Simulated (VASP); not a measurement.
A run of VASP 6.6.1:

File INCAR:

```
  ALGO = Fast
  EDIFF = 1E-6
  ENCUT = 520
  GGA = PE
  ISIF = 2
  ISMEAR = 0
  LASPH = True
  LCHARG = False
  LREAL = False
  LWAVE = False
  NBANDS = 14
  NELM = 80
  PREC = Accurate
  SIGMA = 0.15
```

The input KPOINTS:

```
k-points
0
Gamma
  18 18 10
```

Contents of POSCAR:

```
Re
1.0
    2.7748241524      0.0000000000      0.0000000000
   -1.3874120762      2.4030682070      0.0000000000
    0.0000000000      0.0000000000      4.4842238099
Re
2
Direct
    0.3162718118      0.6325436236      0.2229050098
    0.6837281882      0.3674563764      0.7770949902
```

Potentials or basis: VASP PAW PBE potentials, release 64 (Re).

Run with:

```console
$ cat potpaw_PBE.64/Re/POTCAR > POTCAR
$ mpirun -np 1 vasp_std > vasp.out
```

Hardware: 1 thread of Intel(R) Xeon(R) Platinum 8488C (Sapphire Rapids) (shared host).

Task: Estimate the wall time of this run.

Result: Wall time 3.9 min on 1 thread of Intel(R) Xeon(R) Platinum 8488C (Sapphire Rapids), with other jobs on the host, peak memory 0.42 GiB. Counts: scf iterations 14, k points 866.
